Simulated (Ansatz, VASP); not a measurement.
## Mg: VASP beside Ansatz

```xyz
2
Lattice="1.8445 1.0649 4.4167 -1.8445 1.0649 4.4167 0.0000 -2.1298 4.4167" Properties=species:S:1:pos:R:3 pbc="T T T"
Mg    0.0000    0.0000    0.7645
Mg    0.0000    0.0000   12.4856
```

Alike in both runs: task relaxation of cell and atoms; functional PBE; k mesh 6 × 6 × 6; occupations gaussian, width 0.1 eV; no spin polarisation.

|  | VASP | Ansatz |
| --- | --- | --- |
| version | VASP 6.6.1 | Ansatz 0.2.0 |
| potentials or method | VASP PAW PBE potentials, release 64 (Mg), cutoff 600 eV | scalar-relativistic, plane waves, PAW |
| valence electrons in the cell | 4 | 20 |

|  | VASP | Ansatz | Ansatz less VASP |
| --- | --- | --- | --- |
| gap on the k mesh at the Fermi level, each at its own relaxed structure (eV) | none | none | - |
| relaxed volume (Å³/atom) | 24.30 | 24.26 | -0.041 |
| relaxed cell length with the largest relative difference (Å) | 6.046 | 6.036 | -0.0096 |

A gap of «none» marks a metal or a gap that the smearing closes. VASP's potentials hold 4 valence electrons a cell and Ansatz's 20, so a difference there can come from the potentials and not from the codes.
